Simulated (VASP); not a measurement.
# Dy2BiP3 (P6/mmm) in VASP: further runs, part 2 of 2

VASP 6.6.1. Earlier steps stand in the parts before.

### Step 4. Single point, PBE

This run uses another cell than the first one, of 37.07 Å³/atom.

File INCAR:

```
SYSTEM = Dy2BiP3
PREC = Accurate
ENCUT = 500
EDIFF = 1E-6
ISMEAR = 0
SIGMA = 0.1
LREAL = .FALSE.
LASPH = .TRUE.
NELM = 200
ALGO = Normal
ISIF = 2
LWAVE = .FALSE.
LCHARG = .TRUE.
GGA = PE
LELF = .TRUE.
LVHAR = .TRUE.
NBANDS = 33
GGA_COMPAT = .FALSE.
LMAXMIX = 6
```

File KPOINTS:

```
Automatic mesh
0
G
  6 6 2
  0 0 0
```

File POSCAR:

```
Dy2BiP3
1.0
    9.5519818388      0.0000000000      0.0000000000
   -4.7759909194      8.2722589289      0.0000000000
    0.0000000000      0.0000000000      2.8148323496
Dy Bi P
2 1 3
Direct
    0.3333333333      0.6666666667      0.5000000000
    0.6666666667      0.3333333333      0.5000000000
    0.0000000000      0.0000000000      0.0000000000
    0.5000000000      0.0000000000      0.5000000000
    0.0000000000      0.5000000000      0.5000000000
    0.5000000000      0.5000000000      0.5000000000
```

Potentials or basis: VASP PAW PBE potentials, release 64 (Dy_3, Bi_d, P), 4f in core.

Started as:

```sh
cat potpaw_PBE.64/Dy_3/POTCAR potpaw_PBE.64/Bi_d/POTCAR potpaw_PBE.64/P/POTCAR > POTCAR
mpirun -np 1 vasp_std > vasp.out
```

OUTCAR:

```text
SYSTEM = Dy2BiP3
   PREC = Accurate
   ENCUT = 500
   EDIFF = 1E-6
   ISMEAR = 0
   LREAL = .FALSE.
   LASPH = .TRUE.
   NELM = 200
   ISIF = 2
   GGA = PE

 ion  position               nearest neighbor table
   1  0.333  0.667  0.500-   5 2.76   4 2.76   6 2.76
   2  0.667  0.333  0.500-   5 2.76   4 2.76   6 2.76
   3  0.000  0.000  0.000-
   4  0.500  0.000  0.500-   1 2.76   2 2.76
   5  0.000  0.500  0.500-   1 2.76   2 2.76
   6  0.500  0.500  0.500-   1 2.76   2 2.76

  LATTYP: Found a hexagonal cell.
 ALAT       =     9.5519818388
 C/A-ratio  =     0.2946856890

  Lattice vectors:

 A1 = (   9.5519818388,   0.0000000000,   0.0000000000)
 A2 = (  -4.7759909194,   8.2722589289,   0.0000000000)
 A3 = (   0.0000000000,   0.0000000000,   2.8148323496)

Analysis of symmetry for initial positions (statically):
=====================================================================
 Subroutine PRICEL returns:
 Original cell was already a primitive cell.

 Routine SETGRP: Setting up the symmetry group for a
 hexagonal supercell.
[... 166 lines left out ...]

 val. band max:        1.8735510498   @ k =   0.1667   0.1667   0.5000
 cond. band min:       1.8899005671   @ k =   0.0000   0.0000   0.5000
 fundamental gap:      0.0163495173
 Fermi energy:         1.8880070878

 k-point     1 :       0.0000    0.0000    0.0000
  band No.  band energies     occupation
      1     -20.7597      2.00000
      2     -20.7597      2.00000
      3     -20.7445      2.00000
      4     -20.7445      2.00000
      5     -20.6953      2.00000
      6     -20.3647      2.00000
[... 493 lines left out ...]
     32       6.5237      0.00000
     33       6.5961      0.00000

------------------------ aborting loop because EDIFF is reached ----------------------------------------

  FORCE on cell =-STRESS in cart. coord.  units (eV):
  Direction    XX          YY          ZZ          XY          YZ          ZX
  --------------------------------------------------------------------------------------
  -------------------------------------------------------------------------------------
  Total        0.3375974      0.3375974      0.1034233      0.0000000     -0.0000000      0.0000000
  in kB        2.4318653      2.4318653      0.7450044      0.0000000     -0.0000000      0.0000000
  external PRESSURE =       1.8695783 kB  Pullay stress =       0.0000000 kB

 VOLUME and BASIS-vectors are now :
 -----------------------------------------------------------------------------
  energy-cutoff  :      500.00
  volume of cell :      222.42
      direct lattice vectors                 reciprocal lattice vectors
     9.551981839  0.000000000  0.000000000     0.104690316  0.060442982  0.000000000
    -4.775990919  8.272258929  0.000000000     0.000000000  0.120885965  0.000000000
     0.000000000  0.000000000  2.814832350     0.000000000  0.000000000  0.355260945

 POSITION                                       TOTAL-FORCE (eV/Angst)
 -----------------------------------------------------------------------------------
     -0.00000      5.51484      1.40742        -0.000000      0.000000      0.000000
      4.77599      2.75742      1.40742         0.000000      0.000000     -0.000000
      0.00000      0.00000      0.00000         0.000000      0.000000      0.000000
      4.77599      0.00000      1.40742         0.000000      0.000000      0.000000
     -2.38800      4.13613      1.40742         0.000000      0.000000      0.000000
      2.38800      4.13613      1.40742         0.000000      0.000000      0.000000
 -----------------------------------------------------------------------------------
    total drift:                                0.000000     -0.000000      0.000000

  FREE ENERGIE OF THE ION-ELECTRON SYSTEM (eV)
  ---------------------------------------------------
  free  energy   TOTEN  =       -30.4428017163 eV

  energy  without entropy=      -30.3725224834  energy(sigma->0) =      -30.40766210
```

OSZICAR:

```text
N       E                     dE             d eps       ncg     rms          rms(c)
DAV:   1     0.344729371420E+03    0.34473E+03   -0.20212E+04   932   0.124E+03
DAV:   2     0.323545305538E+01   -0.34149E+03   -0.32787E+03   972   0.380E+02
DAV:   3    -0.310302468591E+02   -0.34266E+02   -0.31852E+02  1231   0.107E+02
DAV:   4    -0.325263269713E+02   -0.14961E+01   -0.14756E+01  1144   0.238E+01
[... 14 lines left out ...]
DAV:  19    -0.304428151913E+02    0.26629E-05   -0.39441E-06  1103   0.112E-02    0.459E-02
DAV:  20    -0.304428114145E+02    0.37769E-05   -0.10457E-06   853   0.554E-03    0.340E-02
DAV:  21    -0.304428036484E+02    0.77660E-05   -0.27952E-06   980   0.687E-03    0.157E-02
DAV:  22    -0.304428019210E+02    0.17274E-05   -0.14457E-06   826   0.615E-03    0.531E-03
DAV:  23    -0.304428017163E+02    0.20476E-06   -0.43952E-07   714   0.376E-03
   1 F= -.30442802E+02 E0= -.30407662E+02  d E =-.702792E-01
```

It took 3.6 min on 1 thread of Intel Xeon Platinum 8259CL at 2.50GHz (Skylake/Cascade Lake), shared host; peak memory 0.39 GiB.

What came out:

```yaml
Free_energy: -30.4428 eV
Pressure: 0.2 GPa
Band_gap_on_the_k_mesh: zero (bands 24 and 25 overlap by 0.23 eV)
```

Stress tensor (GPa, compression positive):
```
0.24 0.00 0.00
0.00 0.24 0.00
0.00 0.00 0.07
```

Caveat: the k points lie up to 1.12 Å⁻¹ apart; spin-orbit coupling is left out, which moves the levels of the heavy elements; the 4f electrons are frozen in the core, so they carry no moment and show no levels. Spin polarisation is off, so any magnetic state and its effect on volume and gap are missing.

### Step 5. Relaxation of cell and atoms, PBE

This run uses another cell than the first one, of 37.07 Å³/atom.

File INCAR:

```
PREC = Accurate ; ENCUT = 500
EDIFF = 1E-7 ; ISMEAR = 0
SIGMA = 0.1 ; LREAL = F
LASPH = T ; NELM = 200
ALGO = Normal ; ISIF = 3
LWAVE = F ; LCHARG = F
GGA = PE ; IBRION = 2
NSW = 90 ; EDIFFG = -0.04
GGA_COMPAT = F ; NELMIN = 4
LMAXMIX = 6
```

File KPOINTS:

```
Automatic mesh
0
Gamma
  3 3 6
```

POSCAR is that of step 4.

Started as:

```sh
cat potpaw_PBE.64/Dy_3/POTCAR potpaw_PBE.64/Bi_d/POTCAR potpaw_PBE.64/P/POTCAR > POTCAR
mpirun -np 1 vasp_std > vasp.out
```

Wall time 7.1 min (1 thread of Intel Xeon Platinum 8259CL at 2.50GHz (Skylake/Cascade Lake), shared host); peak memory 0.41 GiB.

Results (log left out):

```
Free energy                           : -26.4263 eV
Relaxed volume                        : 35.46 Å³/atom
Relaxed cell                          : a = 9.256 Å, b = 9.256 Å, c = 2.867 Å, α = 90.00°, β = 90.00°, γ = 120.00°
Space group after relaxing (to 0.1 Å) : P6/mmm (No. 191)
Energy gained by relaxing             : 29.3 meV/atom
Ionic steps                           : 3
Pressure after relaxing               : 0.1 GPa
Band gap on the k mesh                : zero (bands 24 and 25 overlap by 1.04 eV)
```

The path:
| step | energy change (eV) | largest force (eV/Å) | pressure (GPa) | volume (Å³) |
| --- | --- | --- | --- | --- |
| 1 | 0.0000 | 0.0000 | -1.58 | 222.42 |
| 2 | -0.1661 | 0.0000 | 0.60 | 210.57 |
| 3 | -0.1756 | 0.0000 | 0.08 | 212.73 |

Final structure:
```
CELL_PARAMETERS angstrom
9.25593 0.00000 0.00000
-4.62796 8.01587 0.00000
0.00000 0.00000 2.86720
ATOMIC_POSITIONS crystal
Dy 0.33333 0.66667 0.50000
Dy 0.66667 0.33333 0.50000
Bi 0.00000 0.00000 0.00000
P 0.50000 0.00000 0.50000
P 0.00000 0.50000 0.50000
P 0.50000 0.50000 0.50000
```

Levels at points of the mesh, in eV from the Fermi level:
```csv
k point,band 22,band 23,band 24,band 25,band 26,band 27
"(0.00, 0.00, 0.00)",-1.06,-1.04,-0.49,-0.49,1.50,1.50
"(0.00, 0.00, 0.50)",-0.77,-0.44,-0.44,0.38,0.38,0.89
```

Caveat: the k points lie up to 0.37 Å⁻¹ apart in the final cell, too coarse for converged energies and pressures of a metal; spin-orbit coupling is left out, which moves the levels of the heavy elements; the 4f electrons are frozen in the core, so they carry no moment and show no levels. Spin polarisation is off, so any magnetic state and its effect on volume and gap are missing.

### Step 6. Single point, PBE

This run uses another cell than the first one, of 35.37 Å³/atom.

File INCAR:

```
SYSTEM = Dy2BiP3
PREC = Accurate
ENCUT = 500
EDIFF = 1E-6
ISMEAR = 0
SIGMA = 0.1
LREAL = .FALSE.
LASPH = .TRUE.
NELM = 200
ALGO = Normal
ISIF = 2
LWAVE = .FALSE.
LCHARG = .TRUE.
GGA = PE
LELF = .TRUE.
LVHAR = .TRUE.
NBANDS = 33
GGA_COMPAT = .FALSE.
LMAXMIX = 6
```

File KPOINTS:

```
regular mesh
0
G
  6 6 14
  0 0 0
```

Changes to POSCAR since step 5:

```diff
@@ -2,5 +2,5 @@
 1.0
-    9.5519818388      0.0000000000      0.0000000000
-   -4.7759909194      8.2722589289      0.0000000000
-    0.0000000000      0.0000000000      2.8148323496
+    9.2613611608      0.0000000000      0.0000000000
+   -4.6306805804      8.0205740388      0.0000000000
+    0.0000000000      0.0000000000      2.8573671118
 Dy Bi P
```

Potentials or basis: VASP PAW PBE potentials, release 64 (Dy_3, Bi_d, P), 4f in core.

Started as:

```sh
cat potpaw_PBE.64/Dy_3/POTCAR potpaw_PBE.64/Bi_d/POTCAR potpaw_PBE.64/P/POTCAR > POTCAR
mpirun -np 1 vasp_std > vasp.out
```

It took 8.1 min on 1 thread of Intel Xeon Platinum 8259CL at 2.50GHz (Skylake/Cascade Lake), shared host; peak memory 0.56 GiB.

The run converged. Its results:

- Free energy: -26.3478 eV
- Pressure: 0.2 GPa
- Band gap on the k mesh: zero (bands 24 and 25 overlap by 1.14 eV)

Levels at points of the mesh, in eV from the Fermi level:
```csv
k point,band 20,band 21,band 22,band 23,band 24,band 25,band 26,band 27,band 28,band 29
"(0.00, 0.00, 0.00)",-2.16,-1.19,-1.07,-0.87,-0.87,-0.86,1.52,1.52,2.84,3.92
"(0.50, 0.00, 0.00)",-2.15,-1.60,-1.47,-1.01,-0.96,-0.91,1.84,2.96,3.28,3.92
"(0.00, 0.00, 0.50)",-1.68,-0.72,-0.72,-0.33,-0.33,0.39,0.39,0.90,1.66,1.66
"(0.50, 0.00, 0.50)",-1.33,-0.92,-0.58,-0.28,0.14,0.22,0.26,0.69,0.72,1.49
```

Caveat: spin-orbit coupling is left out, which moves the levels of the heavy elements; the 4f electrons are frozen in the core, so they carry no moment and show no levels.

### Step 7. Overview

| task | cell | k mesh | gap on the mesh (eV) | pressure (GPa) |
| --- | --- | --- | --- | --- |
| single point | a = 5.143, b = 5.143, c = 10.955 Å, angles 90.0, 90.0, 120.0°, 6 atoms | 6 × 6 × 2 | none | 93.5 |
| single point | a = 9.269, b = 9.269, c = 2.868 Å, angles 90.0, 90.0, 120.0°, 6 atoms | 3 × 3 × 6 | none | 0.0 |
| single point | a = 9.552, b = 9.552, c = 2.815 Å, angles 90.0, 90.0, 120.0°, 6 atoms | 6 × 6 × 2 | none | 0.2 |
| relaxation of cell and atoms | relaxed from a = 9.552, b = 9.552, c = 2.815 Å, angles 90.0, 90.0, 120.0°, 6 atoms | 3 × 3 × 6 | none | 0.1 |
| single point | a = 9.261, b = 9.261, c = 2.857 Å, angles 90.0, 90.0, 120.0°, 6 atoms | 6 × 6 × 14 | none | 0.2 |

Alike in all rows: level PBE; potentials or basis VASP PAW PBE potentials, release 64 (Dy_3, Bi_d, P), 4f in core; no spin polarisation; cutoff (eV) 500; smearing gaussian 0.1 eV.

Caveats: some runs use coarse meshes; spin-orbit coupling is left out, which moves the levels of the heavy elements; the 4f electrons are frozen in the core, so they carry no moment and show no levels; atoms lie so close that the PAW spheres overlap strongly, which falsifies energies and pressures (at least some runs); the cell stands under pressure (at least some runs).

Absolute energies hang on the potentials; compare differences alone.
